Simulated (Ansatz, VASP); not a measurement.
**Two plane-wave programs on Hg**

```xyz
2
Lattice="3.0503 0.0000 0.0000 -1.5251 2.6416 0.0000 0.0000 0.0000 5.2971" Properties=species:S:1:pos:R:3 pbc="T T T"
Hg    1.5251    0.8805    3.9728
Hg    0.0000    1.7611    1.3243
```

Alike in both runs: task single point; functional PBEsol; dispersion D3(BJ); k mesh 18 × 18 × 10; occupations gaussian, width 0.15 eV; no spin polarisation.

|  | VASP | Ansatz |
| --- | --- | --- |
| version | VASP 6.6.1 | Ansatz 0.2.0 |
| potentials or method | VASP PAW PBE potentials, release 64 (Hg), cutoff 520 eV | scalar-relativistic, plane waves, PAW |
| valence electrons in the cell | 24 | 40 |

VASP gave:

```
gap on the k mesh at the Fermi level (eV)                     : none
pressure (GPa)                                                : 1.7
traceless stress, the component that is largest in VASP (GPa) : -0.27
```

Question: Estimate Ansatz's values.

Answer: gap on the k mesh at the Fermi level (eV): none; pressure (GPa): 1.1; traceless stress, the component that is largest in VASP (GPa): -0.14.

VASP's potentials were made for PBE, not for PBEsol. A gap of «none» marks a metal or a gap that the smearing closes. VASP's potentials hold 24 valence electrons a cell and Ansatz's 40, so a difference there can come from the potentials and not from the codes.

Spin-orbit coupling is off throughout.
